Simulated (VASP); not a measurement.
Input of a VASP 6.6.1 run:

File INCAR:

```
SYSTEM = C
PREC = Accurate ; ENCUT = 910
EDIFF = 1E-6 ; ISMEAR = 0
SIGMA = 0.02 ; LREAL = .False.
LASPH = .True. ; NELM = 120
ALGO = Normal ; ISIF = 2
LWAVE = .False. ; LCHARG = .False.
GGA = CA ; NBANDS = 11
GGA_COMPAT = .False.
```

Contents of KPOINTS:

```
Automatic mesh
0
Gamma
  12 12 12
  0 0 0
```

POSCAR

```
C
1.0
    0.0000000000      1.7658687227      1.7658687227
    1.7658687227      0.0000000000      1.7658687227
    1.7658687227      1.7658687227      0.0000000000
C
2
Direct
    0.5000000000      0.5000000000      0.5000000000
    0.7500000000      0.7500000000      0.7500000000
```

Potentials or basis: VASP PAW LDA potentials, release 64 (C_h).

Command:

```console
$ cat potpaw_LDA.64/C_h/POTCAR > POTCAR
$ mpirun -np 1 vasp_std > vasp.out
```

Question: Estimate the pressure.

Answer: 0.7 GPa.

Question: Predict the band gap on the k mesh.

Answer: 4.20 eV, indirect (least direct gap 5.63 eV).

Caveat: the cutoff is under 1.25 times the usual one of these potentials, so pressure, stress and relaxed cells hold a basis-set (Pulay) error. A k mesh can miss the band edges.
